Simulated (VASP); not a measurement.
# SrSbO3 (Pm-3m) in VASP: a series of runs

SrSbO3 is run at these levels: LDA; tasks: single point.

Program: VASP 6.6.1. These are calculated values, not measurements. Logs are shortened: lines on timing, memory, paths and dates and some standing lists are left out, and cuts for length are marked.

**1. The cell of the first run**

Symmetry: Pm-3m, No. 221, cubic system. The conventional cell has a = 4.209 Å, b = 4.209 Å, c = 4.209 Å, α = 90.00°, β = 90.00°, γ = 90.00°. Sr (site symmetry m-3m) has 12 O at 2.98 Å and 8 Sb at 3.64 Å within 3.9 Å. Within 2.8 Å of Sb (site symmetry m-3m) lie 6 O at 2.10 Å. Within 2.8 Å of O (site symmetry 4/mmm) lie 2 Sb at 2.10 Å.

**2. Single point, LDA**

INCAR reads:

```
SYSTEM = SrSbO3
  PREC = Accurate
  ENCUT = 520
  EDIFF = 1E-6
  ISMEAR = 1
  SIGMA = 0.1
  LREAL = .FALSE.
  LASPH = .TRUE.
  NELM = 80
  ALGO = Normal
  ISIF = 2
  LWAVE = .FALSE.
  LCHARG = .FALSE.
  NBANDS = 24
```

KPOINTS reads:

```
Automatic mesh
0
G
  5 5 5
  0 0 0
```

POSCAR reads:

```
SrSbO3
1.0
    4.2086720000      0.0000000000      0.0000000000
    0.0000000000      4.2086720000      0.0000000000
    0.0000000000      0.0000000000      4.2086720000
Sr Sb O
1 1 3
Direct
    0.0000000000      0.0000000000      0.0000000000
    0.5000000000      0.5000000000      0.5000000000
    0.5000000000      0.5000000000      0.0000000000
    0.5000000000      0.0000000000      0.5000000000
    0.0000000000      0.5000000000      0.5000000000
```

Potentials or basis: VASP PAW LDA potentials, release 64 (Sr_sv, Sb, O).

Started as:

```bash
> cat potpaw_LDA.64/Sr_sv/POTCAR potpaw_LDA.64/Sb/POTCAR potpaw_LDA.64/O/POTCAR > POTCAR
> mpirun -np 1 vasp_std > vasp.out
```

OUTCAR:

```text
SYSTEM = SrSbO3
   PREC = Accurate
   ENCUT = 520
   EDIFF = 1E-6
   ISMEAR = 1
   LREAL = .FALSE.
   LASPH = .TRUE.
   NELM = 80
   ISIF = 2

 ion  position               nearest neighbor table
   1  0.000  0.000  0.000-   3 2.98   4 2.98   5 2.98   4 2.98   5 2.98   3 2.98   5 2.98   5 2.98
                             3 2.98   4 2.98   4 2.98   3 2.98   2 3.64   2 3.64   2 3.64   2 3.64
   2  0.500  0.500  0.500-   3 2.10   4 2.10   5 2.10   3 2.10   4 2.10   5 2.10   1 3.64   1 3.64
                             1 3.64   1 3.64   1 3.64   1 3.64   1 3.64   1 3.64
   3  0.500  0.500  0.000-   2 2.10   2 2.10   1 2.98   1 2.98   1 2.98   1 2.98
   4  0.500  0.000  0.500-   2 2.10   2 2.10   1 2.98   1 2.98   1 2.98   1 2.98
   5  0.000  0.500  0.500-   2 2.10   2 2.10   1 2.98   1 2.98   1 2.98   1 2.98

  LATTYP: Found a simple cubic cell.
 ALAT       =     4.2086720000

  Lattice vectors:

 A1 = (   4.2086720000,   0.0000000000,   0.0000000000)
 A2 = (   0.0000000000,   4.2086720000,   0.0000000000)
 A3 = (   0.0000000000,   0.0000000000,   4.2086720000)

Analysis of symmetry for initial positions (statically):
=====================================================================
 Subroutine PRICEL returns:
 Original cell was already a primitive cell.

 Routine SETGRP: Setting up the symmetry group for a
 simple cubic supercell.

 Subroutine GETGRP returns: Found 48 space group operations
 (whereof 48 operations were pure point group operations)
 out of a pool of 48 trial point group operations.

The static configuration has the point symmetry O_h .

Analysis of symmetry for dynamics (positions and initial velocities):
=====================================================================
 Subroutine PRICEL returns:
 Original cell was already a primitive cell.

 Routine SETGRP: Setting up the symmetry group for a
 simple cubic supercell.

 Subroutine GETGRP returns: Found 48 space group operations
 (whereof 48 operations were pure point group operations)
 out of a pool of 48 trial point group operations.

The dynamic configuration has the point symmetry O_h .

 Subroutine INISYM returns: Found 48 space group operations
 (whereof 48 operations are pure point group operations),
 and found     1 'primitive' translations

----------------------------------------------------------------------------------------

                                     Primitive cell

  volume of cell :      74.5479

  direct lattice vectors                    reciprocal lattice vectors
     4.208672000  0.000000000  0.000000000     0.237604641  0.000000000  0.000000000
     0.000000000  4.208672000  0.000000000     0.000000000  0.237604641  0.000000000
     0.000000000  0.000000000  4.208672000     0.000000000  0.000000000  0.237604641

  length of vectors
     4.208672000  4.208672000  4.208672000     0.237604641  0.237604641  0.237604641

  position of ions in fractional coordinates (direct lattice)
     0.000000000  0.000000000  0.000000000
     0.500000000  0.500000000  0.500000000
     0.500000000  0.500000000  0.000000000
     0.500000000  0.000000000  0.500000000
     0.000000000  0.500000000  0.500000000

  ion indices of the primitive-cell ions
   primitive index   ion index
                 1           1
                 2           2
                 3           3
                 4           4
                 5           5

----------------------------------------------------------------------------------------

 KPOINTS: Automatic mesh

Automatic generation of k-mesh.
 Grid dimensions read from file:
 generate k-points for:    5    5    5

 Generating k-lattice:

  Cartesian coordinates                     Fractional coordinates (reciprocal lattice)
     0.047520928  0.000000000  0.000000000     0.200000000  0.000000000  0.000000000
     0.000000000  0.047520928  0.000000000     0.000000000  0.200000000  0.000000000
     0.000000000  0.000000000  0.047520928     0.000000000  0.000000000  0.200000000

  Length of vectors
     0.047520928  0.047520928  0.047520928

  Shift w.r.t. Gamma in fractional coordinates (k-lattice)
     0.000000000  0.000000000  0.000000000

 Subroutine IBZKPT returns following result:
 ===========================================

 Found     10 irreducible k-points:

 Following reciprocal coordinates:
            Coordinates               Weight
  0.000000  0.000000  0.000000      1.000000
  0.200000  0.000000  0.000000      6.000000
  0.400000  0.000000  0.000000      6.000000
  0.200000  0.200000  0.000000     12.000000
  0.400000  0.200000  0.000000     24.000000
  0.400000  0.400000  0.000000     12.000000
  0.200000  0.200000  0.200000      8.000000
  0.400000  0.200000  0.200000     24.000000
  0.400000  0.400000  0.200000     24.000000
  0.400000  0.400000  0.400000      8.000000
   k-points           NKPTS =     10   k-points in BZ     NKDIM =     10   number of bands    NBANDS=     24
   number of dos      NEDOS =    301   number of ions     NIONS =      5
   total plane-waves  NPLWV =  32768
   dimension x,y,z NGX =    32 NGY =   32 NGZ =   32
   dimension x,y,z NGXF=    64 NGYF=   64 NGZF=   64
   ions per type =               1   1   3
   NGX,Y,Z   is equivalent  to a cutoff of  12.64, 12.64, 12.64 a.u.
   NGXF,Y,Z  is equivalent  to a cutoff of  25.28, 25.28, 25.28 a.u.
 SYSTEM =  SrSbO3
   PREC   = accura    normal or accurate (medium, high low for compatibility)
   ISTART =      0    job   : 0-new  1-cont  2-samecut
   ICHARG =      2    charge: 1-file 2-atom 10-const
   ISPIN  =      1    spin polarized calculation?
   LNONCOLLINEAR =      F non collinear calculations
   LSORBIT =      F    spin-orbit coupling
   LASPH  =      T    aspherical Exc in radial PAW
   ENCUT  =  520.0 eV  38.22 Ry    6.18 a.u.   7.83  7.83  7.83*2*pi/ulx,y,z
   NELM   =     80;   NELMIN=  2; NELMDL= -5     # of ELM steps
   EDIFF  = 0.1E-05   stopping-criterion for ELM
   LREAL  =      F    real-space projection
   EDIFFG = 0.1E-04   stopping-criterion for IOM
   NSW    =      0    number of steps for IOM
   IBRION =     -1    ionic relax: 0-MD 1-quasi-New 2-CG
   NFREE  =      0    steps in history (QN), initial steepest desc. (CG)
   ISIF   =      2    stress and relaxation
   ISYM   =      2    0-nonsym 1-usesym 2-fastsym
   POTIM  = 0.5000    time-step for ionic-motion
   TEBEG  =    0.0;   TEEND  =   0.0 temperature during run
   PSTRESS=    0.0 pullay stress
   NELECT =      33.0000    total number of electrons
   NUPDOWN=      -1.0000    fix difference up-down
   EMIN   =  10.00;   EMAX   =-10.00  energy-range for DOS
   EFERMI =   0.00;   METHOD = LEGACY
   ISMEAR =     1;   SIGMA  =   0.10  broadening in eV -4-tet -1-fermi 0-gaus
   EFERMI_NEDOS =   21; number of points for ismear=-14 and -15
   IALGO  =     38    algorithm
   IMIX   =      4    mixing-type and parameters
     AMIX     =   0.40;   BMIX     =  1.00
     AMIX_MAG =   1.60;   BMIX_MAG =  1.00
  volume/ion in A,a.u.               =      14.91       100.61
  Fermi-wavevector in a.u.,A,eV,Ry     =   1.247674  2.357762 21.180053  1.556690
  Thomas-Fermi vector in A             =   2.381795
   LORBIT       =      0    0 simple, 1 ext, 2 COOP (PROOUT), +10 PAW based schemes
   GGA     = CA    functional components
   LHFCALC =     F    Hartree Fock is set to
   AEXX    =    0.0000 exact exchange contribution
   IVDW    =     0    specifies the selected vdW correction
   LEPSILON=     F    determine dielectric tensor
   LRPA    =     F    only Hartree local field effects (RPA)
 non-spin polarized calculation
 Methfessel and Paxton  Order N= 1 SIGMA  =   0.10
  energy-cutoff  :      520.00
  volume of cell :       74.55
 maximum number of plane-waves:      2022
 NGX is ok and might be reduce to    32
   NGX = 15   NGY = 15   NGZ = 15

 number of electron      32.9999993 magnetization

 Free energy of the ion-electron system (eV)
  ---------------------------------------------------
  ext. energy  EPLUGINS =         0.00000000
  ---------------------------------------------------
  free energy    TOTEN  =       -33.95381885 eV

  energy without entropy =      -33.95078366  energy(sigma->0) =      -33.95280712

 E-fermi :   6.1798     XC(G=0): -10.8006

 val. band max:        5.9735523603   @ k =   0.4000   0.2000   0.0000
 cond. band min:       6.2148022962   @ k =   0.4000   0.2000   0.2000
 fundamental gap:      0.2412499359
 Fermi energy:         6.1797585203

 k-point     1 :       0.0000    0.0000    0.0000
  band No.  band energies     occupation
      1     -29.6466      2.00000
      2     -14.1235      2.00000
      3     -11.8437      2.00000
      4     -11.8437      2.00000
      5     -11.6942      2.00000
      6     -11.6942      2.00000
[... 16 lines left out ...]
     23      10.1597      0.00000
     24      14.3608      0.00000

 k-point     2 :       0.2000    0.0000    0.0000
  band No.  band energies     occupation
      1     -29.6439      2.00000
      2     -14.0433      2.00000
      3     -12.2218      2.00000
      4     -11.8361      2.00000
      5     -11.6846      2.00000
      6     -11.6846      2.00000
[... 16 lines left out ...]
     23      10.5647      0.00000
     24      13.5113      0.00000

 k-point     3 :       0.4000    0.0000    0.0000
  band No.  band energies     occupation
      1     -29.6395      2.00000
      2     -13.8763      2.00000
      3     -12.6168      2.00000
      4     -11.8237      2.00000
      5     -11.6691      2.00000
      6     -11.6691      2.00000
[... 16 lines left out ...]
     23      11.2402      0.00000
     24      11.8033      0.00000

 k-point     4 :       0.2000    0.2000    0.0000
  band No.  band energies     occupation
      1     -29.6413      2.00000
      2     -13.9437      2.00000
      3     -12.3727      2.00000
      4     -11.9970      2.00000
      5     -11.6760      2.00000
      6     -11.5396      2.00000
[... 16 lines left out ...]
     23      10.8877      0.00000
     24      12.9399      0.00000

 k-point     5 :       0.4000    0.2000    0.0000
  band No.  band energies     occupation
      1     -29.6370      2.00000
      2     -13.7254      2.00000
      3     -12.7190      2.00000
      4     -12.0212      2.00000
      5     -11.6618      2.00000
      6     -11.5674      2.00000
[... 16 lines left out ...]
     23      11.2871      0.00000
     24      11.6682      0.00000

 k-point     6 :       0.4000    0.4000    0.0000
  band No.  band energies     occupation
      1     -29.6330      2.00000
      2     -13.3428      2.00000
      3     -12.8829      2.00000
      4     -12.4558      2.00000
      5     -11.6500      2.00000
      6     -11.4641      2.00000
[... 16 lines left out ...]
     23      11.3906      0.00000
     24      11.6913      0.00000

 k-point     7 :       0.2000    0.2000    0.2000
  band No.  band energies     occupation
      1     -29.6387      2.00000
      2     -13.8352      2.00000
      3     -12.3076      2.00000
      4     -12.3076      2.00000
      5     -11.5466      2.00000
      6     -11.5466      2.00000
[... 16 lines left out ...]
     23      11.2705      0.00000
     24      13.0694      0.00000

 k-point     8 :       0.4000    0.2000    0.2000
  band No.  band energies     occupation
      1     -29.6346      2.00000
      2     -13.5851      2.00000
      3     -12.7273      2.00000
      4     -12.1683      2.00000
      5     -11.6819      2.00000
      6     -11.5283      2.00000
[... 16 lines left out ...]
     23      11.5279      0.00000
     24      12.1458      0.00000

 k-point     9 :       0.4000    0.4000    0.2000
  band No.  band energies     occupation
      1     -29.6307      2.00000
      2     -13.2287      2.00000
      3     -12.7972      2.00000
      4     -12.4749      2.00000
      5     -11.7083      2.00000
      6     -11.5378      2.00000
[... 16 lines left out ...]
     23      11.8264      0.00000
     24      11.9947      0.00000

 k-point    10 :       0.4000    0.4000    0.4000
  band No.  band energies     occupation
      1     -29.6271      2.00000
      2     -12.9426      2.00000
      3     -12.6179      2.00000
      4     -12.6179      2.00000
      5     -11.7452      2.00000
      6     -11.7452      2.00000
[... 16 lines left out ...]
     23      11.6836      0.00000
     24      12.0865      0.00000

------------------------ aborting loop because EDIFF is reached ----------------------------------------

  FORCE on cell =-STRESS in cart. coord.  units (eV):
  Direction    XX          YY          ZZ          XY          YZ          ZX
  --------------------------------------------------------------------------------------
  -------------------------------------------------------------------------------------
  Total       -3.2925357     -3.2925357     -3.2925357      0.0000000      0.0000000      0.0000000
  in kB      -70.7629353    -70.7629353    -70.7629353      0.0000000      0.0000000      0.0000000
  external PRESSURE =     -70.7629353 kB  Pullay stress =       0.0000000 kB

 VOLUME and BASIS-vectors are now :
 -----------------------------------------------------------------------------
  energy-cutoff  :      520.00
  volume of cell :       74.55
      direct lattice vectors                 reciprocal lattice vectors
     4.208672000  0.000000000  0.000000000     0.237604641  0.000000000  0.000000000
     0.000000000  4.208672000  0.000000000     0.000000000  0.237604641  0.000000000
     0.000000000  0.000000000  4.208672000     0.000000000  0.000000000  0.237604641

 POSITION                                       TOTAL-FORCE (eV/Angst)
 -----------------------------------------------------------------------------------
      0.00000      0.00000      0.00000         0.000000      0.000000      0.000000
      2.10434      2.10434      2.10434         0.000000      0.000000      0.000000
      2.10434      2.10434      0.00000         0.000000      0.000000      0.000000
      2.10434      0.00000      2.10434         0.000000      0.000000      0.000000
      0.00000      2.10434      2.10434         0.000000      0.000000      0.000000
 -----------------------------------------------------------------------------------
    total drift:                                0.000000     -0.000000     -0.000000

  FREE ENERGIE OF THE ION-ELECTRON SYSTEM (eV)
  ---------------------------------------------------
  free  energy   TOTEN  =       -33.9538188525 eV

  energy  without entropy=      -33.9507836649  energy(sigma->0) =      -33.95280712
```

Wall time 25 s (1 thread of Intel Xeon 8259CL, shared host); peak memory 0.16 GiB.

What came out:

* Free energy: -33.9538 eV
* Pressure: -7.1 GPa
* Band gap on the k mesh: zero (an odd number of electrons rules out a gap without spin polarisation)

Caveat: the cell stands under tension; spin-orbit coupling is left out, which moves the levels of the heavy elements; an odd number of electrons without spin polarisation forces a metal; a magnetic or distorted state may lie lower.

**3. Single point, LDA**

INCAR reads:

```
SYSTEM = SrSbO3
PREC     = Accurate       ! precision mode
ENCUT    = 520            ! plane-wave cutoff, eV
EDIFF    = 1E-6           ! SCF threshold, eV
ISMEAR   = 1              ! smearing method
SIGMA    = 0.1            ! smearing width, eV
LREAL    = .FALSE.        ! projectors in reciprocal space
LASPH    = .TRUE.         ! aspherical terms in the spheres
NELM     = 100            ! most SCF steps
ALGO     = Normal         ! electronic algorithm
ISIF     = 2              ! what is computed and relaxed
LWAVE    = .FALSE.        ! write WAVECAR
LCHARG   = .TRUE.         ! write CHGCAR
GGA      = CA             ! functional
LELF     = .TRUE.         ! ELF
LVHAR    = .TRUE.       
NBANDS   = 24             ! bands
```

KPOINTS reads:

```
regular mesh
0
G
  5 5 5
  0 0 0
```

POSCAR is that of step 2.

Potentials or basis: VASP PAW LDA potentials, release 64 (Sr_sv, Sb, O).

Started as:

```bash
> cat potpaw_LDA.64/Sr_sv/POTCAR potpaw_LDA.64/Sb/POTCAR potpaw_LDA.64/O/POTCAR > POTCAR
> mpirun -np 1 vasp_std > vasp.out
```

It took 26 s on 1 thread of Intel Xeon 8259CL, shared host; peak memory 0.16 GiB.

It converged, with:

```
Free energy            : -33.9538 eV
Pressure               : -7.1 GPa
Band gap on the k mesh : zero (an odd number of electrons rules out a gap without spin polarisation)
```

Levels at points of the mesh, in eV from the Fermi level:
| k point | band 14 | band 15 | band 16 | band 17 | band 18 | band 19 | band 20 | band 21 |
| --- | --- | --- | --- | --- | --- | --- | --- | --- |
| (0.00, 0.00, 0.00) | -3.58 | -3.48 | -3.48 | -3.48 | 2.14 | 2.28 | 2.28 | 3.98 |

Caveat: the cell stands under tension; spin-orbit coupling is left out, which moves the levels of the heavy elements; an odd number of electrons without spin polarisation forces a metal; a magnetic or distorted state may lie lower.

**4. Single point, LDA**

INCAR reads:

```
  PREC = Accurate
  ENCUT = 520
  EDIFF = 1E-7
  ISMEAR = 1
  SIGMA = 0.1
  LREAL = F
  LASPH = T
  NELM = 80
  ALGO = Normal
  ISIF = 2
  LWAVE = F
  LCHARG = F
  GGA = CA
  NBANDS = 24
```

KPOINTS reads:

```
regular mesh
0
Gamma
  5 5 5
```

POSCAR is that of step 3.

Started as:

```bash
> cat potpaw_LDA.64/Sr_sv/POTCAR potpaw_LDA.64/Sb/POTCAR potpaw_LDA.64/O/POTCAR > POTCAR
> mpirun -np 1 vasp_std > vasp.out
```

It took 24 s on 1 thread of Intel Xeon 8259CL, shared host; peak memory 0.16 GiB.

The run converged. Its results:

* Free energy: -33.9538 eV
* Pressure: -7.1 GPa
* Band gap on the k mesh: zero (an odd number of electrons rules out a gap without spin polarisation)

Levels at points of the mesh, in eV from the Fermi level:
| k point | band 13 | band 14 | band 15 | band 16 | band 17 | band 18 | band 19 | band 20 | band 21 | band 22 |
| --- | --- | --- | --- | --- | --- | --- | --- | --- | --- | --- |
| (0.00, 0.00, 0.00) | -3.58 | -3.58 | -3.48 | -3.48 | -3.48 | 2.14 | 2.28 | 2.28 | 3.98 | 3.98 |

Caveat: the cell stands under tension; spin-orbit coupling is left out, which moves the levels of the heavy elements; an odd number of electrons without spin polarisation forces a metal; a magnetic or distorted state may lie lower.
